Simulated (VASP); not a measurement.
# Cr (P6_3/mmc) in VASP: further runs

Cr is run at these levels: RPBE; tasks: single point, relaxation of cell and atoms.

Program: VASP 6.6.1. These are calculated values, not measurements. Logs are shortened: lines on timing, memory, paths and dates and some standing lists are left out, and cuts for length are marked.

## Step 1: The cell of the first run

Symmetry: P6_3/mmc, No. 194, hexagonal system. Conventional cell: a = 2.580 Å, b = 2.580 Å, c = 9.110 Å, α = 90.00°, β = 90.00°, γ = 120.00°. Cr (site symmetry -3m) has 12 Cr at 2.58 to 2.72 Å within 3.4 Å. Cr (site symmetry -6m2) has 12 Cr at 2.58 to 2.72 Å within 3.4 Å.

This isn't the form of Cr at room conditions, which is bcc.

## Step 2: Single point, RPBE, collinear spin, antiferromagnetic start (13.13 Å³/atom)

INCAR

```
SYSTEM = Cr
  ALGO = Normal
  EDIFF = 1E-6
  ENCUT = 520
  GGA = RP
  ISIF = 2
  ISMEAR = -1
  ISPIN = 2
  LASPH = .True.
  LCHARG = .True.
  LELF = .True.
  LMAXMIX = 4
  LORBIT = 11
  LREAL = .False.
  LVHAR = .True.
  LWAVE = .False.
  MAGMOM = 1.5 1.5 -1.5 -1.5
  NBANDS = 36
  NELM = 150
  PREC = Accurate
  SIGMA = 0.05
```

KPOINTS

```
k-points
0
Gamma
  16 16 4
  0 0 0
```

POSCAR

```
Cr
1.0
    2.5798192050      0.0000000000      0.0000000000
   -1.2899096025      2.2341889687      0.0000000000
    0.0000000000      0.0000000000      9.1102125723
Cr
4
Direct
    0.0000000000      0.0000000000      1.0000000000
    0.0000000000      0.0000000000      0.5000000000
    0.3333333333      0.6666666667      0.2500000000
    0.6666666667      0.3333333333      0.7500000000
```

Potentials or basis: VASP PAW PBE potentials, release 64 (Cr_pv).

The run is started by

```console
$ cat potpaw_PBE.64/Cr_pv/POTCAR > POTCAR
$ mpirun -np 1 vasp_std > vasp.out
```

OUTCAR:

```text
SYSTEM = Cr
   EDIFF = 1E-6
   ENCUT = 520
   GGA = RP
   ISIF = 2
   ISMEAR = -1
   ISPIN = 2
   LASPH = .True.
   LORBIT = 11
   LREAL = .False.
   NELM = 150
   PREC = Accurate

 ion  position               nearest neighbor table
   1  0.000  0.000  0.000-   3 2.72   4 2.72   3 2.72   4 2.72   4 2.72   3 2.72
   2  0.000  0.000  0.500-   3 2.72   4 2.72   3 2.72   4 2.72   4 2.72   3 2.72
   3  0.333  0.667  0.250-   1 2.72   2 2.72   1 2.72   2 2.72   1 2.72   2 2.72
   4  0.667  0.333  0.750-   1 2.72   2 2.72   1 2.72   2 2.72   1 2.72   2 2.72

  LATTYP: Found a hexagonal cell.
 ALAT       =     2.5798192050
 C/A-ratio  =     3.5313376048

  Lattice vectors:

 A1 = (   2.5798192050,   0.0000000000,   0.0000000000)
 A2 = (  -1.2899096025,   2.2341889687,   0.0000000000)
 A3 = (   0.0000000000,   0.0000000000,   9.1102125723)

Analysis of symmetry for initial positions (statically):
=====================================================================
 Subroutine PRICEL returns:
 Original cell was already a primitive cell.

 Routine SETGRP: Setting up the symmetry group for a
 hexagonal supercell.

 Subroutine GETGRP returns: Found 24 space group operations
 (whereof 12 operations were pure point group operations)
 out of a pool of 24 trial point group operations.

The static configuration has the point symmetry D_3d.
 The point group associated with its full space group is D_6h.

Analysis of symmetry for dynamics (positions and initial velocities):
=====================================================================
 Subroutine PRICEL returns:
 Original cell was already a primitive cell.

 Routine SETGRP: Setting up the symmetry group for a
 hexagonal supercell.

 Subroutine GETGRP returns: Found 24 space group operations
 (whereof 12 operations were pure point group operations)
 out of a pool of 24 trial point group operations.

The dynamic configuration has the point symmetry D_3d.
 The point group associated with its full space group is D_6h.

Analysis of structural, dynamic, and magnetic symmetry:
=====================================================================
 Subroutine PRICEL returns:
 Original cell was already a primitive cell.

 Routine SETGRP: Setting up the symmetry group for a
 hexagonal supercell.

 Subroutine GETGRP returns: Found 24 space group operations
 (whereof 12 operations were pure point group operations)
 out of a pool of 24 trial point group operations.

The overall configuration has the point symmetry D_3d.
 The point group associated with its full space group is D_6h.

 Subroutine INISYM returns: Found 24 space group operations
 (whereof 12 operations are pure point group operations),
 and found     1 'primitive' translations

----------------------------------------------------------------------------------------

                                     Primitive cell

  volume of cell :      52.5095

  direct lattice vectors                    reciprocal lattice vectors
     2.579819205  0.000000000  0.000000000     0.387624062  0.223794857  0.000000000
    -1.289909603  2.234188969  0.000000000     0.000000000  0.447589713  0.000000000
     0.000000000  0.000000000  9.110212572     0.000000000  0.000000000  0.109766923

  length of vectors
     2.579819205  2.579819205  9.110212572     0.447589713  0.447589713  0.109766923

  position of ions in fractional coordinates (direct lattice)
     0.000000000  0.000000000  0.000000000
     0.000000000  0.000000000  0.500000000
     0.333333333  0.666666667  0.250000000
     0.666666667  0.333333333  0.750000000

  ion indices of the primitive-cell ions
   primitive index   ion index
                 1           1
                 2           2
                 3           3
                 4           4

----------------------------------------------------------------------------------------

 KPOINTS: k-points

Automatic generation of k-mesh.
 Grid dimensions read from file:
 generate k-points for:   16   16    4

 Generating k-lattice:

  Cartesian coordinates                     Fractional coordinates (reciprocal lattice)
     0.024226504  0.013987179  0.000000000     0.062500000 -0.000000000  0.000000000
     0.000000000  0.027974357  0.000000000     0.000000000  0.062500000  0.000000000
     0.000000000  0.000000000  0.027441731     0.000000000  0.000000000  0.250000000

  Length of vectors
     0.027974357  0.027974357  0.027441731

  Shift w.r.t. Gamma in fractional coordinates (k-lattice)
     0.000000000  0.000000000  0.000000000

 Subroutine IBZKPT returns following result:
 ===========================================

 Found     90 irreducible k-points:

 Following reciprocal coordinates:
            Coordinates               Weight
  0.000000  0.000000  0.000000      1.000000
  0.062500 -0.000000  0.000000      6.000000
  0.125000 -0.000000  0.000000      6.000000
  0.187500 -0.000000  0.000000      6.000000
  0.250000 -0.000000  0.000000      6.000000
  0.312500  0.000000  0.000000      6.000000
[... 16 lines left out ...]
  0.187500  0.187500  0.000000      6.000000
  0.250000  0.187500  0.000000     12.000000
 [... further k-points ...]
   k-points           NKPTS =     90   k-points in BZ     NKDIM =     90   number of bands    NBANDS=     36
   number of dos      NEDOS =    301   number of ions     NIONS =      4
   total plane-waves  NPLWV =  28000
   dimension x,y,z NGX =    20 NGY =   20 NGZ =   70
   dimension x,y,z NGXF=    40 NGYF=   40 NGZF=  140
   ions per type =               4
   NGX,Y,Z   is equivalent  to a cutoff of  12.89, 12.89, 12.77 a.u.
   NGXF,Y,Z  is equivalent  to a cutoff of  25.78, 25.78, 25.55 a.u.
 SYSTEM =  Cr
   PREC   = accura    normal or accurate (medium, high low for compatibility)
   ISTART =      0    job   : 0-new  1-cont  2-samecut
   ICHARG =      2    charge: 1-file 2-atom 10-const
   ISPIN  =      2    spin polarized calculation?
   LNONCOLLINEAR =      F non collinear calculations
   LSORBIT =      F    spin-orbit coupling
   LASPH  =      T    aspherical Exc in radial PAW
   ENCUT  =  520.0 eV  38.22 Ry    6.18 a.u.   4.80  4.80 16.94*2*pi/ulx,y,z
   NELM   =    150;   NELMIN=  2; NELMDL= -5     # of ELM steps
   EDIFF  = 0.1E-05   stopping-criterion for ELM
   LREAL  =      F    real-space projection
   EDIFFG = 0.1E-04   stopping-criterion for IOM
   NSW    =      0    number of steps for IOM
   IBRION =     -1    ionic relax: 0-MD 1-quasi-New 2-CG
   NFREE  =      0    steps in history (QN), initial steepest desc. (CG)
   ISIF   =      2    stress and relaxation
   ISYM   =      2    0-nonsym 1-usesym 2-fastsym
   POTIM  = 0.5000    time-step for ionic-motion
   TEBEG  =    0.0;   TEEND  =   0.0 temperature during run
   PSTRESS=    0.0 pullay stress
   NELECT =      48.0000    total number of electrons
   NUPDOWN=      -1.0000    fix difference up-down
   EMIN   =  10.00;   EMAX   =-10.00  energy-range for DOS
   EFERMI =   0.00;   METHOD = LEGACY
   ISMEAR =    -1;   SIGMA  =   0.05  broadening in eV -4-tet -1-fermi 0-gaus
   EFERMI_NEDOS =   21; number of points for ismear=-14 and -15
   IALGO  =     38    algorithm
   IMIX   =      4    mixing-type and parameters
     AMIX     =   0.40;   BMIX     =  1.00
     AMIX_MAG =   1.60;   BMIX_MAG =  1.00
  volume/ion in A,a.u.               =      13.13        88.59
  Fermi-wavevector in a.u.,A,eV,Ry     =   1.588825  3.002444 34.346061  2.524364
  Thomas-Fermi vector in A             =   2.687769
   LORBIT       =     11    0 simple, 1 ext, 2 COOP (PROOUT), +10 PAW based schemes
   GGA     = RP    functional components
   LHFCALC =     F    Hartree Fock is set to
   AEXX    =    0.0000 exact exchange contribution
   IVDW    =     0    specifies the selected vdW correction
   LEPSILON=     F    determine dielectric tensor
   LRPA    =     F    only Hartree local field effects (RPA)
 spin polarized calculation
  energy-cutoff  :      520.00
  volume of cell :       52.51
 maximum number of plane-waves:      1440
 NGX is ok and might be reduce to    20
   NGX =  9   NGY =  9   NGZ = 33

 number of electron      48.0000006 magnetization      -0.0016491

 number of electron      48.0000007 magnetization       0.0014329

 Free energy of the ion-electron system (eV)
  ---------------------------------------------------
  ext. energy  EPLUGINS =         0.00000000
  ---------------------------------------------------
  free energy    TOTEN  =       -34.24096562 eV

  energy without entropy =      -34.18181149  energy(sigma->0) =      -34.21138856

 E-fermi :   9.2159     XC(G=0): -12.8108

 val. band max:        9.2097055640   @ k =   0.3125   0.2500   0.0000
 cond. band min:       9.2295867956   @ k =   0.1250  -0.0000   0.2500
 fundamental gap:      0.0198812315
 Fermi energy:         9.2158790099

 spin component 1

 k-point     1 :       0.0000    0.0000    0.0000
  band No.  band energies     occupation
      1     -34.0537      1.00000
      2     -33.8155      1.00000
      3     -33.8076      1.00000
      4     -33.5630      1.00000
      5     -33.4479      1.00000
      6     -33.4479      1.00000
[... 28 lines left out ...]
     35      11.1974      0.00000
     36      11.1974      0.00000
[... 866 lines left out ...]
      6     -33.7005      1.00000
[... 28 lines left out ...]
     35      12.6978      0.00000
     36      16.6194      0.00000

 [... further k-points ...]

 spin component 2

 k-point     1 :       0.0000    0.0000    0.0000
  band No.  band energies     occupation
      1     -34.0533      1.00000
      2     -33.8155      1.00000
      3     -33.8069      1.00000
      4     -33.5626      1.00000
      5     -33.4477      1.00000
      6     -33.4477      1.00000
[... 28 lines left out ...]
     35      11.1979      0.00000
     36      11.1979      0.00000
[... 866 lines left out ...]
      6     -33.7000      1.00000
[... 28 lines left out ...]
     35      12.6982      0.00000
     36      16.6214      0.00000

 [... further k-points ...]
[... 5 lines left out ...]
  --------------------------------------------------------------------------------------
  -------------------------------------------------------------------------------------
  Total       -5.0226119     -5.0226119     -4.5529623     -0.0000000     -0.0000000      0.0000000
  in kB     -153.2507182   -153.2507182   -138.9206967     -0.0000000     -0.0000000      0.0000000
  external PRESSURE =    -148.4740443 kB  Pullay stress =       0.0000000 kB

 VOLUME and BASIS-vectors are now :
 -----------------------------------------------------------------------------
  energy-cutoff  :      520.00
  volume of cell :       52.51
      direct lattice vectors                 reciprocal lattice vectors
     2.579819205  0.000000000  0.000000000     0.387624062  0.223794857  0.000000000
    -1.289909603  2.234188969  0.000000000     0.000000000  0.447589713  0.000000000
     0.000000000  0.000000000  9.110212572     0.000000000  0.000000000  0.109766923

 POSITION                                       TOTAL-FORCE (eV/Angst)
 -----------------------------------------------------------------------------------
      0.00000      0.00000      0.00000        -0.000000      0.000000     -0.000000
      0.00000      0.00000      4.55511        -0.000000      0.000000     -0.000000
     -0.00000      1.48946      2.27755        -0.000000      0.000000     -0.000000
      1.28991      0.74473      6.83266         0.000000      0.000000      0.000000
 -----------------------------------------------------------------------------------
    total drift:                                0.000000     -0.000000      0.000000

  FREE ENERGIE OF THE ION-ELECTRON SYSTEM (eV)
  ---------------------------------------------------
  free  energy   TOTEN  =       -34.2409656218 eV

  energy  without entropy=      -34.1818114888  energy(sigma->0) =      -34.21138856

 total charge

# of ion       s       p       d       tot
------------------------------------------
    1        0.421   6.318   4.100  10.839
    2        0.421   6.318   4.100  10.839
    3        0.421   6.320   4.094  10.835
    4        0.421   6.320   4.094  10.835
--------------------------------------------------
tot          1.684  25.278  16.386  43.348

 magnetization (x)

# of ion       s       p       d       tot
------------------------------------------
    1       -0.000   0.000   0.001   0.001
    2       -0.000   0.000   0.001   0.001
    3       -0.000  -0.000  -0.000  -0.000
    4       -0.000  -0.000  -0.000  -0.000
--------------------------------------------------
tot         -0.000   0.000   0.001   0.001
```

It took 7.5 min on 1 thread of Intel Xeon 8259CL, shared host; peak memory 0.35 GiB.

Results:

* Free energy: -34.2410 eV
* Pressure: -14.8 GPa
* Band gap on the k mesh: zero (filled and empty bands overlap)
* Net moment: 0.00 μB per cell
* Valence electrons inside the program's atomic spheres: Cr 10.84

Stress tensor (GPa, compression positive):
```
-15.33   0.00   0.00
  0.00 -15.33   0.00
  0.00   0.00 -13.89
```

Caveat: the cell stands under tension; the PAW data sets were made with another functional, which shifts forces and pressure a little.

## Step 3: Relaxation of cell and atoms, RPBE, collinear spin, ferromagnetic start

This run uses another cell than the first one, of 11.99 Å³/atom.

INCAR

```
PREC = Accurate
ENCUT = 600
EDIFF = 1E-6
ISMEAR = -1
SIGMA = 0.05
LREAL = F
LASPH = T
NELM = 150
ALGO = Normal
ISIF = 3
LWAVE = F
LCHARG = F
ISPIN = 2
MAGMOM = 1.5 1.5 1.5 1.5
LORBIT = 11
LMAXMIX = 4
GGA = RP
IBRION = 2
NSW = 80
EDIFFG = -0.01
```

KPOINTS

```
Automatic mesh
0
Gamma
  14 14 4
```

POSCAR

```
Cr
1.0
    2.5692592270      0.0000000000      0.0000000000
   -1.2846296135      2.2250437595      0.0000000000
    0.0000000000      0.0000000000      8.3912006354
Cr
4
Direct
    0.0000000000      0.0000000000      0.0000000000
    0.0000000000      0.0000000000      0.5000000000
    0.3333333333      0.6666666667      0.2500000000
    0.6666666667      0.3333333333      0.7500000000
```

Potentials or basis: VASP PAW PBE potentials, release 64 (Cr_pv).

The run is started by

```console
$ cat potpaw_PBE.64/Cr_pv/POTCAR > POTCAR
$ mpirun -np 1 vasp_std > vasp.out
```

Run time: 59 min. Hardware: 1 thread of Oxide Virtual Turin-like, shared host; peak memory 0.32 GiB.

It converged, with:

```
Free energy                                           : -34.4384 eV
Relaxed volume                                        : 12.13 Å³/atom
Relaxed cell                                          : a = 2.512 Å, b = 2.512 Å, c = 8.883 Å, α = 90.00°, β = 90.00°, γ = 120.00°
Space group after relaxing (to 0.1 Å)                 : P6_3/mmc (No. 194)
Energy gained by relaxing                             : 25.4 meV/atom
Ionic steps                                           : 12
Pressure after relaxing                               : 0.0 GPa
Band gap on the k mesh                                : zero (filled and empty bands overlap)
Net moment                                            : 0.00 μB per cell
Valence electrons inside the program's atomic spheres : Cr 10.99, 10.98 (each value once)
```

Stress tensor (GPa, compression positive):
```
 0.08  0.00  0.00
 0.00  0.08  0.00
 0.00  0.00 -0.08
```

Step by step:
| step | energy change (eV) | largest force (eV/Å) | pressure (GPa) | volume (Å³) |
| --- | --- | --- | --- | --- |
| 1 | 0.0000 | 0.0000 | 2.29 | 47.97 |
| 2 | -0.0356 | 0.0000 | -3.10 | 49.16 |
| 3 | -0.0396 | 0.0000 | -5.36 | 49.71 |
| 4 | -0.0525 | 0.0000 | -5.59 | 49.77 |
| 5 | -0.0729 | 0.0000 | -5.95 | 49.90 |
| 6 | -0.0746 | 0.0000 | -6.01 | 49.95 |
| 7 | -0.0912 | 0.0000 | -3.74 | 49.41 |
| 8 | -0.1009 | 0.0000 | -0.53 | 48.69 |
| 9 | -0.1011 | 0.0000 | -0.18 | 48.60 |
| 10 | -0.1011 | 0.0000 | -0.02 | 48.57 |
| 11 | -0.1013 | 0.0000 | -0.03 | 48.56 |
| 12 | -0.1016 | 0.0000 | 0.03 | 48.54 |

Final structure:
```cif
data_structure
_symmetry_space_group_name_H-M 'P 1'
_symmetry_Int_Tables_number 1
_cell_length_a 2.5119
_cell_length_b 2.5119
_cell_length_c 8.8826
_cell_angle_alpha 90.000
_cell_angle_beta 90.000
_cell_angle_gamma 120.000
_cell_volume 48.54
loop_
_atom_site_label
_atom_site_type_symbol
_atom_site_fract_x
_atom_site_fract_y
_atom_site_fract_z
_atom_site_occupancy
Cr1 Cr 0.00000 0.00000 0.00000 1
Cr2 Cr 0.00000 0.00000 0.50000 1
Cr3 Cr 0.33333 0.66667 0.25000 1
Cr4 Cr 0.66667 0.33333 0.75000 1
```

Levels at points of the mesh, in eV from the Fermi level:
Spin up:
```tsv
k point	band 22	band 23	band 24	band 25	band 26	band 27
(0.00, 0.00, 0.00)	-0.33	-0.33	-0.19	-0.19	-0.18	-0.08
(0.50, 0.00, 0.00)	-0.31	-0.19	0.90	0.90	1.68	2.22
(0.00, 0.00, 0.50)	-0.35	-0.35	-0.35	-0.17	-0.17	-0.17
(0.50, 0.00, 0.50)	0.09	0.11	0.11	0.61	0.61	1.82
```
Spin down:
```tsv
k point	band 21	band 22	band 23	band 24	band 25	band 26	band 27	band 28
(0.00, 0.00, 0.00)	-0.42	-0.33	-0.33	-0.19	-0.19	-0.18	-0.08	-0.08
(0.50, 0.00, 0.00)	-0.74	-0.31	-0.19	0.90	0.90	1.68	2.22	2.25
(0.00, 0.00, 0.50)	-0.35	-0.35	-0.35	-0.35	-0.17	-0.17	-0.17	-0.17
(0.50, 0.00, 0.50)	0.09	0.09	0.11	0.11	0.61	0.61	1.82	1.82
```

Caveat: the PAW data sets were made with another functional, which shifts forces and pressure a little.
